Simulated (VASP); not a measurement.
# Si (R-3m) in VASP: single point with PBE+D3(BJ)

Aim: the single point of Si with PBE+D3(BJ).

Program: VASP 6.6.1. These are calculated values, not measurements. Logs are shortened: lines on timing, memory, paths and dates and some standing lists are left out, and cuts for length are marked.

## 1. The cell of the first run

It takes space group R-3m (No. 166, trigonal). Conventional cell: a = 2.688 Å, b = 2.688 Å, c = 13.167 Å, α = 90.00°, β = 90.00°, γ = 120.00°. Within 3.5 Å of Si (site symmetry 3m) lie 12 Si at 2.64 to 2.74 Å.

## 2. Single point, PBE+D3(BJ) (mode 6 (312.2 1/cm) frozen in, largest displacement +0.030 Å)

Input file INCAR:

```
SYSTEM = Si
ALGO     = Normal         ! electronic algorithm
EDIFF    = 1E-6           ! SCF threshold, eV
ENCUT    = 500            ! plane-wave cutoff, eV
GGA      = PE             ! functional
GGA_COMPAT= .FALSE.      
ISIF     = 2              ! what is computed and relaxed
ISMEAR   = 0              ! smearing method
ISYM     = 0            
IVDW     = 12             ! dispersion correction
LASPH    = .TRUE.         ! aspherical terms in the spheres
LCHARG   = .FALSE.        ! write CHGCAR
LREAL    = .FALSE.        ! projectors in reciprocal space
LWAVE    = .FALSE.        ! write WAVECAR
NBANDS   = 11             ! bands
NELM     = 120            ! most SCF steps
PREC     = Accurate       ! precision mode
SIGMA    = 0.15           ! smearing width, eV
```

Input file KPOINTS:

```
k-points
0
G
  24 24 26
  0 0 0
```

Input file POSCAR:

```
Si
1.0
    0.0000000000     -1.9005204428     -1.9005204428
   -1.9005204428      0.0000000000     -1.9005204428
    1.9005204428      1.9005204428     -3.8010408856
Si
2
Direct
    0.4977190299      0.4977190299      0.5068351698
    0.0022809701      0.0022809701     -0.0068351698
```

Potentials or basis: VASP PAW PBE potentials, release 64 (Si).

Command:

```
$ cat potpaw_PBE.64/Si/POTCAR > POTCAR
$ mpirun -np 1 vasp_std > vasp.out
```

OUTCAR:

```text
SYSTEM = Si
   EDIFF = 1E-6
   ENCUT = 500
   GGA = PE
   ISIF = 2
   ISMEAR = 0
   ISYM = 0
   IVDW = 12
   LASPH = .TRUE.
   LREAL = .FALSE.
   NELM = 120
   PREC = Accurate
 IVDW          = 12

 ion  position               nearest neighbor table
   1  0.498  0.498  0.507-   2 2.64   2 2.64   2 2.64   2 2.74   2 2.74   2 2.74
   2  0.002  0.002  0.993-   1 2.64   1 2.64   1 2.64   1 2.74   1 2.74   1 2.74

IMPORTANT INFORMATION: All symmetrisations will be switched off!
NOSYMM: (Re-)initialisation of all symmetry stuff for point group C_1.

----------------------------------------------------------------------------------------

                                     Primitive cell

  volume of cell :      27.4586

  direct lattice vectors                    reciprocal lattice vectors
     0.000000000 -1.900520443 -1.900520443     0.131542915 -0.394628746 -0.131542915
    -1.900520443  0.000000000 -1.900520443    -0.394628746  0.131542915 -0.131542915
     1.900520443  1.900520443 -3.801040886     0.131542915  0.131542915 -0.131542915

  length of vectors
     2.687741786  2.687741786  4.655305331     0.436278495  0.436278495  0.227839013

  position of ions in fractional coordinates (direct lattice)
     0.497719030  0.497719030  0.506835170
     0.002280970  0.002280970  0.993164830

  ion indices of the primitive-cell ions
   primitive index   ion index
                 1           1
                 2           2

----------------------------------------------------------------------------------------

 KPOINTS: k-points

Automatic generation of k-mesh.
 Grid dimensions read from file:
 generate k-points for:   24   24   26

 Generating k-lattice:

  Cartesian coordinates                     Fractional coordinates (reciprocal lattice)
     0.005480955 -0.016442864 -0.005480955     0.041666667  0.000000000  0.000000000
    -0.016442864  0.005480955 -0.005480955     0.000000000  0.041666667  0.000000000
     0.005059343  0.005059343 -0.005059343     0.000000000  0.000000000  0.038461538

  Length of vectors
     0.018178271  0.018178271  0.008763039

  Shift w.r.t. Gamma in fractional coordinates (k-lattice)
     0.000000000  0.000000000  0.000000000

 -----------------------------------------------------------------------------
|                                                                             |
|           W    W    AA    RRRRR   N    N  II  N    N   GGGG   !!!           |
|           W    W   A  A   R    R  NN   N  II  NN   N  G    G  !!!           |
|           W    W  A    A  R    R  N N  N  II  N N  N  G       !!!           |
[... 79 lines left out ...]
   NUPDOWN=      -1.0000    fix difference up-down
   EMIN   =  10.00;   EMAX   =-10.00  energy-range for DOS
   EFERMI =   0.00;   METHOD = LEGACY
   ISMEAR =     0;   SIGMA  =   0.15  broadening in eV -4-tet -1-fermi 0-gaus
   EFERMI_NEDOS =   21; number of points for ismear=-14 and -15
   IALGO  =     38    algorithm
   IMIX   =      4    mixing-type and parameters
     AMIX     =   0.40;   BMIX     =  1.00
     AMIX_MAG =   1.60;   BMIX_MAG =  1.00
  volume/ion in A,a.u.               =      13.73        92.65
  Fermi-wavevector in a.u.,A,eV,Ry     =   1.085290  2.050900 16.025668  1.177853
  Thomas-Fermi vector in A             =   2.221400
   LORBIT       =      0    0 simple, 1 ext, 2 COOP (PROOUT), +10 PAW based schemes
   GGA     = PE    functional components
   LHFCALC =     F    Hartree Fock is set to
   AEXX    =    0.0000 exact exchange contribution
   IVDW    =    12    specifies the selected vdW correction
   LEPSILON=     F    determine dielectric tensor
   LRPA    =     F    only Hartree local field effects (RPA)
 non-spin polarized calculation
 Gauss-broadening in eV      SIGMA  =   0.15
  energy-cutoff  :      500.00
  volume of cell :       27.46
 maximum number of plane-waves:       713
   NGX =  9   NGY =  9   NGZ = 17

 number of electron       8.0000000 magnetization

 Free energy of the ion-electron system (eV)
  ---------------------------------------------------
  ext. energy  EPLUGINS =         0.00000000
  ---------------------------------------------------
  free energy    TOTEN  =        -9.74873365 eV

  energy without entropy =       -9.73909101  energy(sigma->0) =       -9.74391233

 E-fermi :  10.9052     XC(G=0): -11.4073

 val. band max:       10.9046042057   @ k =   0.4583   0.4167   0.1154
 cond. band min:      10.9063955453   @ k =   0.5000  -0.1250   0.3462
 fundamental gap:      0.0017913396
 Fermi energy:        10.9051806906

 k-point     1 :       0.0000    0.0000    0.0000
  band No.  band energies     occupation
      1      -4.0853      2.00000
      2       3.1140      2.00000
      3       3.5925      2.00000
      4      19.9015      0.00000
      5      19.9015      0.00000
      6      21.8343      0.00000
      7      21.8343      0.00000
      8      22.6699      0.00000
      9      22.7129      0.00000
     10      22.7425      0.00000
     11      23.0291      0.00000
[... 309 lines left out ...]
 k-point    24 :       0.4167    0.0417    0.0000
  band No.  band energies     occupation
      1       0.2811      2.00000
      2       5.2989      2.00000
      3       5.7824      2.00000
      4       9.8698      2.00000
      5      10.2928      2.00000
      6      15.1149      0.00000
      7      15.3241      0.00000
      8      15.7821      0.00000
      9      19.1135      0.00000
     10      19.6341      0.00000
     11      24.3735      0.00000

 [... further k-points ...]

------------------------ aborting loop because EDIFF is reached ----------------------------------------

 Edisp (eV)   -0.90479

 E8    (eV) :    -0.3700

  FORCE on cell =-STRESS in cart. coord.  units (eV):
  Direction    XX          YY          ZZ          XY          YZ          ZX
  --------------------------------------------------------------------------------------
  -------------------------------------------------------------------------------------
  Total      -0.05853    -0.05853    -0.06147    -0.01047     0.01410     0.01410
  in kB      -3.41503    -3.41503    -3.58666    -0.61084     0.82296     0.82291
  external pressure =       -3.47 kB  Pullay stress =        0.00 kB

 VOLUME and BASIS-vectors are now :
 -----------------------------------------------------------------------------
  energy-cutoff  :      500.00
  volume of cell :       27.46
      direct lattice vectors                 reciprocal lattice vectors
     0.000000000 -1.900520443 -1.900520443     0.131542915 -0.394628746 -0.131542915
    -1.900520443  0.000000000 -1.900520443    -0.394628746  0.131542915 -0.131542915
     1.900520443  1.900520443 -3.801040886     0.131542915  0.131542915 -0.131542915

 POSITION                                       TOTAL-FORCE (eV/Angst)
 -----------------------------------------------------------------------------------
      0.01733      0.01733     -3.81835        -0.181032     -0.181032      0.180931
      1.88320      1.88320     -3.78373         0.181032      0.181032     -0.180931
 -----------------------------------------------------------------------------------
    total drift:                               -0.000000     -0.000000      0.000000

  FREE ENERGIE OF THE ION-ELECTRON SYSTEM (eV)
  ---------------------------------------------------
  free  energy   TOTEN  =       -10.6535201558 eV

  energy  without entropy=      -10.6438775149  energy(sigma->0) =      -10.64869884
```

stdout:

```text
POSCAR found type information on POSCAR Si
 POSCAR found :  1 types and       2 ions
 scaLAPACK will be used
 LDA part: xc-table for (Slater+PW92), standard interpolation
 -----------------------------------------------------------------------------
|                                                                             |
|           W    W    AA    RRRRR   N    N  II  N    N   GGGG   !!!           |
|           W    W   A  A   R    R  NN   N  II  NN   N  G    G  !!!           |
|           W    W  A    A  R    R  N N  N  II  N N  N  G       !!!           |
|           W WW W  AAAAAA  RRRRR   N  N N  II  N  N N  G  GGG   !            |
|           WW  WW  A    A  R   R   N   NN  II  N   NN  G    G                |
|           W    W  A    A  R    R  N    N  II  N    N   GGGG   !!!           |
|                                                                             |
|     Your reciprocal lattice and k-lattice belong to different lattice       |
|     classes:                                                                |
|                                                                             |
|        The reciprocal lattice is rhombohedral (trigonal),                   |
|        whereas your k-lattice is base-centered monoclinic.                  |
|                                                                             |
|     Results are often still useful ...                                      |
|                                                                             |
 -----------------------------------------------------------------------------

 POSCAR, INCAR and KPOINTS ok, starting setup
 FFT: planning ... GRIDC
 FFT: planning ... GRID_SOFT
 FFT: planning ... GRID
 WAVECAR not read
 entering main loop
```

It took 14 min on 1 thread of Intel Xeon 6975P-C, shared host; peak memory 1.6 GiB.

What came out:

* Free energy: -10.6535 eV
* Pressure: -0.3 GPa
* Largest force: 0.313 eV/Å
* Band gap on the k mesh: zero (band 4 reaches 19.90 eV, above the bottom of band 5 at 7.67 eV)
* Dispersion energy per atom: -0.452 eV

Forces in eV/Å, atoms in the order of the input:
```
Si  -0.181 -0.181  0.181
Si   0.181  0.181 -0.181
```

Levels at points of the mesh, in eV from the Fermi level:
```csv
k point,band 1,band 2,band 3,band 4,band 5,band 6,band 7,band 8,band 9
"(0.00, 0.00, 0.00)",-14.99,-7.79,-7.31,9.00,9.00,10.93,10.93,11.76,11.81
"(0.50, 0.00, 0.00)",-8.25,-8.15,-3.42,-3.29,1.34,1.52,4.70,5.20,7.22
"(0.00, 0.50, 0.00)",-8.25,-8.15,-3.42,-3.29,1.34,1.52,4.70,5.20,7.22
"(0.50, 0.50, 0.00)",-7.82,-7.35,-5.62,-4.55,3.31,3.33,4.27,7.10,9.03
"(0.00, 0.00, 0.50)",-13.34,-12.86,1.16,1.49,9.07,9.07,9.31,9.31,13.53
"(0.50, 0.00, 0.50)",-7.82,-7.35,-5.62,-4.55,3.31,3.33,4.27,7.10,9.03
"(0.00, 0.50, 0.50)",-7.82,-7.35,-5.62,-4.55,3.31,3.33,4.27,7.10,9.03
"(0.50, 0.50, 0.50)",-8.25,-8.15,-3.42,-3.29,1.34,1.52,4.70,5.20,7.22
```

Caveat: the cell differs from its parent crystal (mode 6 (312.2 1/cm) frozen in, largest displacement +0.030 Å); pairwise dispersion overbinds metals, which lowers pressure and volume.
